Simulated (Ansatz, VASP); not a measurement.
## GaSb: VASP beside Ansatz

Contents of INCAR:

```
SYSTEM = GaSb
PREC = Accurate
ENCUT = 520
EDIFF = 1E-6
ISMEAR = 0
SIGMA = 0.05
LREAL = .False.
LASPH = .True.
NELM = 100
ALGO = Normal
ISIF = 2
LWAVE = .False.
LCHARG = .False.
GGA = PS
NBANDS = 16
```

Contents of KPOINTS:

```
regular mesh
0
Gamma
  10 10 10
  0 0 0
```

Contents of POSCAR:

```
GaSb
1.0
    0.0000000000      3.0863233870      3.0557657297
    3.0557657297      0.0000000000      3.0557657297
    3.0557657297      3.0863233870      0.0000000000
Ga Sb
1 1
Direct
    0.0000000000      0.0000000000      0.0000000000
    0.7500000000      0.7500000000      0.7500000000
```

Input for Ansatz:

```yaml
crystal:
  lattice:
    - [0.0, 3.086323387, 3.0557657297]
    - [3.0557657297, 0.0, 3.0557657297]
    - [3.0557657297, 3.086323387, 0.0]
  atoms:
    - { symbol: Ga, position: [0.0, 0.0, 0.0] }
    - { symbol: Sb, position: [0.75, 0.75, 0.75] }
basis:
  ecutwfc: 420
  ecutrho_ratio: 4
kpoints:
  mp_grid: { grid: [10, 10, 10] }
hamiltonian:
  xc: pbesol
scf:
  occupations: { method: gaussian, width: 0.05 }
output:
  forces: true
  stress: true
  eigenvalues: true
```

Change from the starting cell: strain e2 = +0.01, atoms carried along.

Alike in both runs: task single point; functional PBEsol; k mesh 10 × 10 × 10; occupations gaussian, width 0.05 eV; no spin polarisation.

|  | VASP | Ansatz |
| --- | --- | --- |
| version | VASP 6.6.1 | Ansatz 0.2.0 |
| potentials or method | VASP PAW PBE potentials, release 64 (Ga_d, Sb), cutoff 520 eV | scalar-relativistic, plane waves, PAW |
| valence electrons in the cell | 18 | 28 |

VASP gave:

- pressure (GPa): -0.4
- traceless stress, the component that is largest in VASP (GPa): -0.29

**Question.** What did Ansatz give for the same quantities?

**Answer.** Pressure (GPa): -0.5; traceless stress, the component that is largest in VASP (GPa): -0.29.

VASP's potentials were made for PBE, not for PBEsol. The functional is the same, so the differences come from potentials, cutoffs and numerics. VASP's potentials hold 18 valence electrons a cell and Ansatz's 28, so a difference there can come from the potentials and not from the codes.

Neither program's run includes spin-orbit coupling.
